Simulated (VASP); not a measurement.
Crystal: HgTe.

```xyz
4
Lattice="2.9925 -3.4669 0.0000 2.9925 3.4669 0.0000 0.0000 0.0000 5.7982" Properties=species:S:1:pos:R:3 pbc="T T T"
Hg    2.9925    1.0883    4.3486
Hg    2.9925   -1.0883    1.4495
Te    2.9925   -1.9748    4.3486
Te    2.9925    1.9748    1.4495
```

Base run:

```yaml
Program: VASP 6.6.1
Functional: LDA
Potentials_or_basis: VASP PAW LDA potentials, release 64 (Hg, Te)
Cutoff: 520 eV
k_mesh: 4 × 4 × 4
Occupations: fermi-dirac, width 0.05 eV
Spin: no spin polarisation
```

Its results: band gap on the k mesh zero (bands 18 and 19 overlap by 2.06 eV); pressure -4.6 GPa; largest force 0.212 eV/Å.

Q: The run is repeated on the same cell with these changes: functional from LDA to BLYP; potentials or basis from VASP PAW LDA potentials, release 64 (Hg, Te) to VASP PAW PBE potentials, release 64 (Hg, Te). What comes out?

A: Band gap on the k mesh zero (bands 18 and 19 overlap by 2.02 eV); pressure 4.3 GPa; largest force 0.086 eV/Å.

Caveats: spin-orbit coupling is left out, which moves the levels of the heavy elements; the cell stands under tension (at least some runs); the cell stands under pressure (at least some runs); the PAW data sets were made with another functional, which shifts forces and pressure a little (at least some runs).
